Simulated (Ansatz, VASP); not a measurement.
**Os in VASP and in Ansatz**

```xyz
2
Lattice="2.7341 0.0000 0.0000 -1.3671 2.3678 0.0000 0.0000 0.0000 4.3197" Properties=species:S:1:pos:R:3 pbc="T T T"
Os    1.3643    0.7571    3.2794
Os   -0.0107    1.5745    1.0628
```

Change from the starting cell: atoms moved at random, drawn with an rms of 0.05 Å.

Alike in both runs: task single point; functional PBEsol; k mesh 11 × 11 × 6; occupations fermi-dirac, width 0.05 eV; no spin polarisation.

|  | VASP | Ansatz |
| --- | --- | --- |
| version | VASP 6.6.1 | Ansatz 0.2.0 |
| potentials or method | VASP PAW PBE potentials, release 64 (Os) | Ansatz PAW |
| plane-wave cutoff (eV) | 520 | 420 |
| valence electrons in the cell | 16 | 32 |

Ansatz gave:

```
gap on the k mesh at the Fermi level (eV)                     : none
pressure (GPa)                                                : -1.8
traceless stress, the component that is largest in VASP (GPa) : -1.15
rms of the force components (eV/Å)                            : 0.574
```

Question: What did VASP give for the same quantities?

Answer: gap on the k mesh at the Fermi level (eV): none; pressure (GPa): -1.4; traceless stress, the component that is largest in VASP (GPa): -1.09; rms of the force components (eV/Å): 0.572.

VASP's potentials were made for PBE, not for PBEsol. Atom by atom the forces differ by 0.002 eV/Å (rms over components). A gap of «none» marks a metal or a gap that the smearing closes. VASP's potentials hold 16 valence electrons a cell and Ansatz's 32, so a difference there can come from the potentials and not from the codes.

Spin-orbit coupling is off throughout.
